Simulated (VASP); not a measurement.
Al, 4 atoms in the cell. It takes space group P2_1 (No. 4, monoclinic). The conventional cell has a = 2.814 Å, b = 9.241 Å, c = 2.814 Å, α = 90.00°, β = 120.00°, γ = 90.00°. Within 3.4 Å of Al (site symmetry 1) lie 12 Al at 2.59 to 3.11 Å. Al (site symmetry 1) has 12 Al at 2.59 to 3.11 Å within 3.4 Å.  This cell differs from its parent crystal: atoms displaced along several vibrational modes.

* Program: VASP 6.6.1
* Task: single point
* Functional: PBE
* Dispersion: D3(BJ)
* Potentials or basis: VASP PAW PBE potentials, release 64 (Al)
* Cutoff: 520 eV
* k mesh: 18 × 18 × 4
* Occupations: gaussian, width 0.15 eV
* Spin: no spin polarisation
* Dipole correction: no
* Further INCAR settings: ALGO = Fast; EDIFF = 1e-07; NBANDS = 14

Potentials or basis: VASP PAW PBE potentials, release 64 (Al).

Command:

```sh
$ cat potpaw_PBE.64/Al/POTCAR > POTCAR
$ mpirun -np 1 vasp_std > vasp.out
```

Hardware: 1 thread of Intel(R) Xeon(R) 6975P-C (Granite Rapids) (shared host).

How long does it take, and how much memory?

It took 2.6 min on 1 thread of Intel(R) Xeon(R) 6975P-C (Granite Rapids), on a shared host, peak memory 0.44 GiB. Counts: scf iterations 14, k points 492.
